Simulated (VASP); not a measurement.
# In (P6/mmm) in VASP: notebook

The runs below take In through single point, relaxation of cell and atoms, with PBE.

Everything below comes from runs of VASP 6.6.1. Logs are shortened: lines on timing, memory, paths and dates and some standing lists are left out, and cuts for length are marked.

### Step 1. The cell of the first run

It takes space group P6/mmm (No. 191, hexagonal). The conventional cell has a = 4.988 Å, b = 4.988 Å, c = 3.036 Å, α = 90.00°, β = 90.00°, γ = 120.00°. Within 4.0 Å of In (site symmetry 6/mmm) lie 14 In at 3.04 to 3.26 Å. Within 3.8 Å of In (site symmetry -6m2) lie 11 In at 2.88 to 3.26 Å.

This isn't the form of In at room conditions, which is tetragonal.

### Step 2. Single point, PBE

INCAR reads:

```
SYSTEM = In
  PREC = Accurate
  ENCUT = 500
  EDIFF = 1E-6
  ISMEAR = -1
  SIGMA = 0.08
  LREAL = .FALSE.
  LASPH = .TRUE.
  NELM = 120
  ALGO = Normal
  ISIF = 2
  LWAVE = .FALSE.
  LCHARG = .FALSE.
  GGA = PE
  NBANDS = 26
  GGA_COMPAT = .FALSE.
```

KPOINTS reads:

```
regular mesh
0
G
  7 7 10
  0 0 0
```

POSCAR reads:

```
In
1.0
    4.9881456160      0.0000000000      0.0000000000
   -2.4940728080      4.3198608213      0.0000000000
    0.0000000000      0.0000000000      3.0364434751
In
3
Direct
    0.0000000000      0.0000000000      0.0000000000
    0.3333333333      0.6666666667      0.5000000000
    0.6666666667      0.3333333333      0.5000000000
```

Potentials or basis: VASP PAW PBE potentials, release 64 (In_d).

Launch:

```sh
cat potpaw_PBE.64/In_d/POTCAR > POTCAR
mpirun -np 1 vasp_std > vasp.out
```

OUTCAR:

```text
SYSTEM = In
   PREC = Accurate
   ENCUT = 500
   EDIFF = 1E-6
   ISMEAR = -1
   LREAL = .FALSE.
   LASPH = .TRUE.
   NELM = 120
   ISIF = 2
   GGA = PE

 ion  position               nearest neighbor table
   1  0.000  0.000  0.000-   2 3.26   3 3.26   2 3.26   3 3.26   3 3.26   3 3.26   2 3.26   2 3.26
                             3 3.26   3 3.26   2 3.26   2 3.26
   2  0.333  0.667  0.500-   3 2.88   3 2.88   3 2.88   1 3.26   1 3.26   1 3.26   1 3.26   1 3.26
                             1 3.26
   3  0.667  0.333  0.500-   2 2.88   2 2.88   2 2.88   1 3.26   1 3.26   1 3.26   1 3.26   1 3.26
                             1 3.26

  LATTYP: Found a hexagonal cell.
 ALAT       =     4.9881456160
 C/A-ratio  =     0.6087319234

  Lattice vectors:

 A1 = (   4.9881456160,   0.0000000000,   0.0000000000)
 A2 = (  -2.4940728080,   4.3198608213,   0.0000000000)
 A3 = (   0.0000000000,   0.0000000000,   3.0364434751)

Analysis of symmetry for initial positions (statically):
=====================================================================
 Subroutine PRICEL returns:
 Original cell was already a primitive cell.

 Routine SETGRP: Setting up the symmetry group for a
 hexagonal supercell.

 Subroutine GETGRP returns: Found 24 space group operations
 (whereof 24 operations were pure point group operations)
 out of a pool of 24 trial point group operations.

The static configuration has the point symmetry D_6h.

Analysis of symmetry for dynamics (positions and initial velocities):
=====================================================================
 Subroutine PRICEL returns:
 Original cell was already a primitive cell.

 Routine SETGRP: Setting up the symmetry group for a
 hexagonal supercell.

 Subroutine GETGRP returns: Found 24 space group operations
 (whereof 24 operations were pure point group operations)
 out of a pool of 24 trial point group operations.

The dynamic configuration has the point symmetry D_6h.

 Subroutine INISYM returns: Found 24 space group operations
 (whereof 24 operations are pure point group operations),
 and found     1 'primitive' translations

----------------------------------------------------------------------------------------

                                     Primitive cell

  volume of cell :      65.4296

  direct lattice vectors                    reciprocal lattice vectors
     4.988145616  0.000000000  0.000000000     0.200475302  0.115744470  0.000000000
    -2.494072808  4.319860821  0.000000000     0.000000000  0.231488939  0.000000000
     0.000000000  0.000000000  3.036443475     0.000000000  0.000000000  0.329332658

  length of vectors
     4.988145616  4.988145616  3.036443475     0.231488939  0.231488939  0.329332658

  position of ions in fractional coordinates (direct lattice)
     0.000000000  0.000000000  0.000000000
     0.333333333  0.666666667  0.500000000
     0.666666667  0.333333333  0.500000000

  ion indices of the primitive-cell ions
   primitive index   ion index
                 1           1
                 2           2
                 3           3

----------------------------------------------------------------------------------------

 KPOINTS: regular mesh

Automatic generation of k-mesh.
 Grid dimensions read from file:
 generate k-points for:    7    7   10

 Generating k-lattice:

  Cartesian coordinates                     Fractional coordinates (reciprocal lattice)
     0.028639329  0.016534924  0.000000000     0.142857143 -0.000000000  0.000000000
     0.000000000  0.033069848  0.000000000     0.000000000  0.142857143  0.000000000
     0.000000000  0.000000000  0.032933266     0.000000000  0.000000000  0.100000000

  Length of vectors
     0.033069848  0.033069848  0.032933266

  Shift w.r.t. Gamma in fractional coordinates (k-lattice)
     0.000000000  0.000000000  0.000000000

 Subroutine IBZKPT returns following result:
 ===========================================

 Found     48 irreducible k-points:

 Following reciprocal coordinates:
            Coordinates               Weight
  0.000000  0.000000  0.000000      1.000000
  0.142857  0.000000  0.000000      6.000000
  0.285714  0.000000  0.000000      6.000000
  0.428571 -0.000000  0.000000      6.000000
  0.142857  0.142857  0.000000      6.000000
  0.285714  0.142857  0.000000     12.000000
[... 16 lines left out ...]
  0.428571  0.142857  0.200000     12.000000
  0.285714  0.285714  0.200000     12.000000
 [... further k-points ...]
   k-points           NKPTS =     48   k-points in BZ     NKDIM =     48   number of bands    NBANDS=     26
   number of dos      NEDOS =    301   number of ions     NIONS =      3
   total plane-waves  NPLWV =  31104
   dimension x,y,z NGX =    36 NGY =   36 NGZ =   24
   dimension x,y,z NGXF=    72 NGYF=   72 NGZF=   48
   ions per type =               3
   NGX,Y,Z   is equivalent  to a cutoff of  12.00, 12.00, 13.14 a.u.
   NGXF,Y,Z  is equivalent  to a cutoff of  24.00, 24.00, 26.28 a.u.
 SYSTEM =  In
   PREC   = accura    normal or accurate (medium, high low for compatibility)
   ISTART =      0    job   : 0-new  1-cont  2-samecut
   ICHARG =      2    charge: 1-file 2-atom 10-const
   ISPIN  =      1    spin polarized calculation?
   LNONCOLLINEAR =      F non collinear calculations
   LSORBIT =      F    spin-orbit coupling
   LASPH  =      T    aspherical Exc in radial PAW
   ENCUT  =  500.0 eV  36.75 Ry    6.06 a.u.   9.09  9.09  5.54*2*pi/ulx,y,z
   NELM   =    120;   NELMIN=  2; NELMDL= -5     # of ELM steps
   EDIFF  = 0.1E-05   stopping-criterion for ELM
   LREAL  =      F    real-space projection
   EDIFFG = 0.1E-04   stopping-criterion for IOM
   NSW    =      0    number of steps for IOM
   IBRION =     -1    ionic relax: 0-MD 1-quasi-New 2-CG
   NFREE  =      0    steps in history (QN), initial steepest desc. (CG)
   ISIF   =      2    stress and relaxation
   ISYM   =      2    0-nonsym 1-usesym 2-fastsym
   POTIM  = 0.5000    time-step for ionic-motion
   TEBEG  =    0.0;   TEEND  =   0.0 temperature during run
   PSTRESS=    0.0 pullay stress
   NELECT =      39.0000    total number of electrons
   NUPDOWN=      -1.0000    fix difference up-down
   EMIN   =  10.00;   EMAX   =-10.00  energy-range for DOS
   EFERMI =   0.00;   METHOD = LEGACY
   ISMEAR =    -1;   SIGMA  =   0.08  broadening in eV -4-tet -1-fermi 0-gaus
   EFERMI_NEDOS =   21; number of points for ismear=-14 and -15
   IALGO  =     38    algorithm
   IMIX   =      4    mixing-type and parameters
     AMIX     =   0.40;   BMIX     =  1.00
     AMIX_MAG =   1.60;   BMIX_MAG =  1.00
  volume/ion in A,a.u.               =      21.81       147.18
  Fermi-wavevector in a.u.,A,eV,Ry     =   1.377754  2.603577 25.826661  1.898206
  Thomas-Fermi vector in A             =   2.502878
   LORBIT       =      0    0 simple, 1 ext, 2 COOP (PROOUT), +10 PAW based schemes
   GGA     = PE    functional components
   LHFCALC =     F    Hartree Fock is set to
   AEXX    =    0.0000 exact exchange contribution
   IVDW    =     0    specifies the selected vdW correction
   LEPSILON=     F    determine dielectric tensor
   LRPA    =     F    only Hartree local field effects (RPA)
 non-spin polarized calculation
  energy-cutoff  :      500.00
  volume of cell :       65.43
 maximum number of plane-waves:      1692
   NGX = 19   NGY = 19   NGZ = 11

 number of electron      38.9999986 magnetization

 Free energy of the ion-electron system (eV)
  ---------------------------------------------------
  ext. energy  EPLUGINS =         0.00000000
  ---------------------------------------------------
  free energy    TOTEN  =        -6.95327129 eV

  energy without entropy =       -6.93255965  energy(sigma->0) =       -6.94291547

 E-fermi :   9.8714     XC(G=0): -11.1440

 val. band max:        9.8397049492   @ k =   0.4286  -0.0000   0.5000
 cond. band min:       9.9174056575   @ k =   0.4286  -0.0000   0.5000
 fundamental gap:      0.0777007083
 Fermi energy:         9.8714344536

 k-point     1 :       0.0000    0.0000    0.0000
  band No.  band energies     occupation
      1      -5.5325      2.00000
      2      -5.1849      2.00000
      3      -5.1347      2.00000
      4      -5.1282      2.00000
      5      -5.1282      2.00000
      6      -4.9328      2.00000
[... 18 lines left out ...]
     25      23.0750      0.00000
     26      23.1787      0.00000

 k-point     2 :       0.1429    0.0000    0.0000
  band No.  band energies     occupation
      1      -5.5151      2.00000
      2      -5.2253      2.00000
      3      -5.1931      2.00000
      4      -5.1869      2.00000
      5      -5.1094      2.00000
      6      -4.9837      2.00000
[... 18 lines left out ...]
     25      21.2115      0.00000
     26      21.3914      0.00000

 k-point     3 :       0.2857    0.0000    0.0000
  band No.  band energies     occupation
      1      -5.4713      2.00000
      2      -5.3388      2.00000
      3      -5.2681      2.00000
      4      -5.2284      2.00000
      5      -5.1391      2.00000
      6      -5.0099      2.00000
[... 18 lines left out ...]
     25      18.7933      0.00000
     26      19.6347      0.00000

 k-point     4 :       0.4286   -0.0000    0.0000
  band No.  band energies     occupation
      1      -5.4423      2.00000
      2      -5.3950      2.00000
      3      -5.3125      2.00000
      4      -5.2714      2.00000
      5      -5.1546      2.00000
      6      -5.0262      2.00000
[... 18 lines left out ...]
     25      17.2787      0.00000
     26      18.6983      0.00000
[... 496 lines left out ...]
      1      -5.3879      2.00000
      2      -5.2947      2.00000
      3      -5.2587      2.00000
      4      -5.1371      2.00000
      5      -5.0802      2.00000
      6      -5.0116      2.00000
[... 18 lines left out ...]
     25      16.3107      0.00000
     26      16.3490      0.00000

 k-point    23 :       0.4286    0.1429    0.2000
  band No.  band energies     occupation
      1      -5.4028      2.00000
      2      -5.3071      2.00000
      3      -5.2561      2.00000
      4      -5.1339      2.00000
      5      -5.0789      2.00000
      6      -5.0263      2.00000
[... 18 lines left out ...]
     25      17.1598      0.00000
     26      17.3167      0.00000

 k-point    24 :       0.2857    0.2857    0.2000
  band No.  band energies     occupation
      1      -5.4147      2.00000
      2      -5.2786      2.00000
      3      -5.2661      2.00000
      4      -5.1457      2.00000
      5      -5.0546      2.00000
      6      -5.0260      2.00000
[... 18 lines left out ...]
     25      17.8052      0.00000
     26      18.0205      0.00000

 [... further k-points ...]

------------------------ aborting loop because EDIFF is reached ----------------------------------------

  FORCE on cell =-STRESS in cart. coord.  units (eV):
  Direction    XX          YY          ZZ          XY          YZ          ZX
  --------------------------------------------------------------------------------------
  -------------------------------------------------------------------------------------
  Total        6.5132012      6.5132012      6.5306945     -0.0000000     -0.0000000      0.0000000
  in kB      159.4890963    159.4890963    159.9174548     -0.0000000     -0.0000000      0.0000000
  external PRESSURE =     159.6318825 kB  Pullay stress =       0.0000000 kB

 VOLUME and BASIS-vectors are now :
 -----------------------------------------------------------------------------
  energy-cutoff  :      500.00
  volume of cell :       65.43
      direct lattice vectors                 reciprocal lattice vectors
     4.988145616  0.000000000  0.000000000     0.200475302  0.115744470  0.000000000
    -2.494072808  4.319860821  0.000000000     0.000000000  0.231488939  0.000000000
     0.000000000  0.000000000  3.036443475     0.000000000  0.000000000  0.329332658

 POSITION                                       TOTAL-FORCE (eV/Angst)
 -----------------------------------------------------------------------------------
      0.00000      0.00000      0.00000         0.000000      0.000000      0.000000
     -0.00000      2.87991      1.51822        -0.000000      0.000000     -0.000000
      2.49407      1.43995      1.51822         0.000000     -0.000000      0.000000
 -----------------------------------------------------------------------------------
    total drift:                                0.000000      0.000000     -0.000000

  FREE ENERGIE OF THE ION-ELECTRON SYSTEM (eV)
  ---------------------------------------------------
  free  energy   TOTEN  =        -6.9532712851 eV

  energy  without entropy=       -6.9325596532  energy(sigma->0) =       -6.94291547
```

Run time: 87 s. Hardware: 1 thread of Intel Xeon 8259CL, shared host; peak memory 0.21 GiB.

Results:

| Quantity | Value |
| --- | --- |
| Free energy | -6.9533 eV |
| Pressure | 16.0 GPa |
| Band gap on the k mesh | zero (an odd number of electrons rules out a gap without spin polarisation) |

Levels at points of the mesh, in eV from the Fermi level:
| k point | band 16 | band 17 | band 18 | band 19 | band 20 | band 21 | band 22 | band 23 |
| --- | --- | --- | --- | --- | --- | --- | --- | --- |
| (0.00, 0.00, 0.00) | -11.00 | -2.58 | -2.35 | -1.49 | -1.49 | -1.41 | -1.41 | 5.42 |
| (0.00, 0.00, 0.50) | -6.66 | -5.90 | 1.21 | 1.21 | 1.27 | 1.30 | 1.99 | 2.26 |

Caveat: the cell stands under pressure; spin-orbit coupling is left out, which moves the levels of the heavy elements.

### Step 3. Single point, PBE

INCAR reads:

```
SYSTEM = In
PREC = Accurate ; ENCUT = 500
EDIFF = 1E-6 ; ISMEAR = -1
SIGMA = 0.08 ; LREAL = .False.
LASPH = .True. ; NELM = 120
ALGO = Normal ; ISIF = 2
LWAVE = .False. ; LCHARG = .False.
GGA = PE ; NBANDS = 26
GGA_COMPAT = .False.
```

KPOINTS reads:

```
regular mesh
0
Gamma
  7 7 10
  0 0 0
```

Changes to POSCAR since step 2:

```diff
@@ -4,3 +4,3 @@
    -2.4940728080      4.3198608213      0.0000000000
-    0.0000000000      0.0000000000      3.0364434751
+    0.0000000000      0.0000000000      3.0364434752
 In
```

Potentials or basis: VASP PAW PBE potentials, release 64 (In_d).

Launch:

```sh
cat potpaw_PBE.64/In_d/POTCAR > POTCAR
mpirun -np 1 vasp_std > vasp.out
```

It took 82 s on 1 thread of Intel Xeon 8259CL, shared host; peak memory 0.2 GiB.

It converged, with:

```
Free energy            : -6.9533 eV
Pressure               : 16.0 GPa
Band gap on the k mesh : zero (an odd number of electrons rules out a gap without spin polarisation)
```

Levels at points of the mesh, in eV from the Fermi level:
| k point | band 16 | band 17 | band 18 | band 19 | band 20 | band 21 | band 22 | band 23 |
| --- | --- | --- | --- | --- | --- | --- | --- | --- |
| (0.00, 0.00, 0.00) | -11.00 | -2.58 | -2.35 | -1.49 | -1.49 | -1.41 | -1.41 | 5.42 |
| (0.00, 0.00, 0.50) | -6.66 | -5.90 | 1.21 | 1.21 | 1.27 | 1.30 | 1.99 | 2.26 |

Caveat: the cell stands under pressure; spin-orbit coupling is left out, which moves the levels of the heavy elements.

### Step 4. Relaxation of cell and atoms, PBE, target pressure 16 GPa, at which the enthalpy is minimised

This run uses another cell than the first one: it holds 1 atom, not 3.

INCAR reads:

```
PREC     = Accurate       # precision mode
ENCUT    = 500            # plane-wave cutoff, eV
EDIFF    = 1E-7           # SCF threshold, eV
ISMEAR   = -1             # smearing method
SIGMA    = 0.08           # smearing width, eV
LREAL    = F              # projectors in reciprocal space
LASPH    = T              # aspherical terms in the spheres
NELM     = 120            # most SCF steps
ALGO     = Normal         # electronic algorithm
ISIF     = 3              # what is computed and relaxed
LWAVE    = F              # write WAVECAR
LCHARG   = F              # write CHGCAR
GGA      = PE             # functional
IBRION   = 2              # ionic algorithm
NSW      = 32             # ionic steps
EDIFFG   = -0.005         # ionic threshold
PSTRESS  = 160.0        
GGA_COMPAT= F            
NELMIN   = 4
```

KPOINTS reads:

```
Automatic mesh
0
Gamma
  15 15 14
```

POSCAR reads:

```
In
1.0
    2.9955486234      0.0000000000      0.0000000000
   -1.4977743117      2.5942212061      0.0000000000
    0.0000000000      0.0000000000      2.8412475612
In
1
Direct
    0.0000000000      0.0000000000      0.0000000000
```

Launch:

```sh
cat potpaw_PBE.64/In_d/POTCAR > POTCAR
mpirun -np 1 vasp_std > vasp.out
```

Run time: 33 s. Hardware: 1 thread of Intel Xeon 8259CL, shared host; peak memory 0.17 GiB.

The run converged. Its results:

| Property | Result |
| --- | --- |
| Free energy | -2.2717 eV |
| Pressure after relaxing | 16.0 GPa |
| Band gap on the k mesh | zero (an odd number of electrons rules out a gap without spin polarisation) |

Final structure:
```cif
data_structure
_symmetry_space_group_name_H-M 'P 1'
_symmetry_Int_Tables_number 1
_cell_length_a 2.9955
_cell_length_b 2.9955
_cell_length_c 2.8412
_cell_angle_alpha 90.000
_cell_angle_beta 90.000
_cell_angle_gamma 120.000
_cell_volume 22.08
loop_
_atom_site_label
_atom_site_type_symbol
_atom_site_fract_x
_atom_site_fract_y
_atom_site_fract_z
_atom_site_occupancy
In1 In 0.00000 0.00000 0.00000 1
```

Levels at points of the mesh, in eV from the Fermi level:
```
           k point  band 3  band 4  band 5  band 6  band 7  band 8  band 9  band 10
(0.00, 0.00, 0.00)  -14.94  -14.34  -14.34  -10.79    8.09   11.39   11.39    12.03
(0.00, 0.00, 0.50)  -14.80  -14.67  -14.67   -5.97   -4.62   14.78   15.43    16.36
```

Caveat: the relaxation stopped at its first step, so nothing moved; the cell is relaxed towards a set pressure, so the run minimises the enthalpy, not the energy; spin-orbit coupling is left out, which moves the levels of the heavy elements.
